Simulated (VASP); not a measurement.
Here is a VASP 6.6.1 calculation.

INCAR

```
PREC     = Accurate       # precision mode
ENCUT    = 520            # plane-wave cutoff, eV
EDIFF    = 1E-7           # SCF threshold, eV
ISMEAR   = 0              # smearing method
SIGMA    = 0.1            # smearing width, eV
LREAL    = False          # projectors in reciprocal space
LASPH    = True           # aspherical terms in the spheres
NELM     = 60             # most SCF steps
ALGO     = Normal         # electronic algorithm
ISIF     = 2              # what is computed and relaxed
LWAVE    = False          # write WAVECAR
LCHARG   = False          # write CHGCAR
GGA      = PE             # functional
NBANDS   = 50             # bands
```

File KPOINTS:

```
regular mesh
0
Gamma
  4 4 2
```

File POSCAR:

```
TePb4Se3
1.0
    4.4143445800      0.0000000000      0.0000000000
    0.0000000000      4.4143445800      0.0000000000
    0.0000000000      0.0000000000     12.4856519600
Te Pb Se
1 4 3
Direct
    0.5000000000      0.5000000000      0.0000000000
    0.0000000000      0.0000000000      0.0000000000
    0.5000000000      0.5000000000      0.2500000000
    0.0000000000      0.0000000000      0.5000000000
    0.5000000000      0.5000000000      0.7500000000
    0.0000000000      0.0000000000      0.2500000000
    0.5000000000      0.5000000000      0.5000000000
    0.0000000000      0.0000000000      0.7500000000
```

Potentials or basis: VASP PAW PBE potentials, release 64 (Te, Pb_d, Se).

Launch:

```bash
$ cat potpaw_PBE.64/Te/POTCAR potpaw_PBE.64/Pb_d/POTCAR potpaw_PBE.64/Se/POTCAR > POTCAR
$ mpirun -np 1 vasp_std > vasp.out
```

Predict the band gap on the k mesh.

0.23 eV.

Predict the pressure.

1.7 GPa.

Forces in eV/Å, atoms in the order of the input:
```
Te   0.000  0.000  0.000
Pb   0.000  0.000  0.000
Pb   0.000  0.000  0.448
Pb   0.000  0.000  0.000
Pb   0.000  0.000 -0.448
Se   0.000  0.000 -0.019
Se   0.000  0.000  0.000
Se   0.000  0.000  0.019
```

Caveat: spin-orbit coupling is left out, which moves the levels of the heavy elements. A k mesh can miss the band edges.
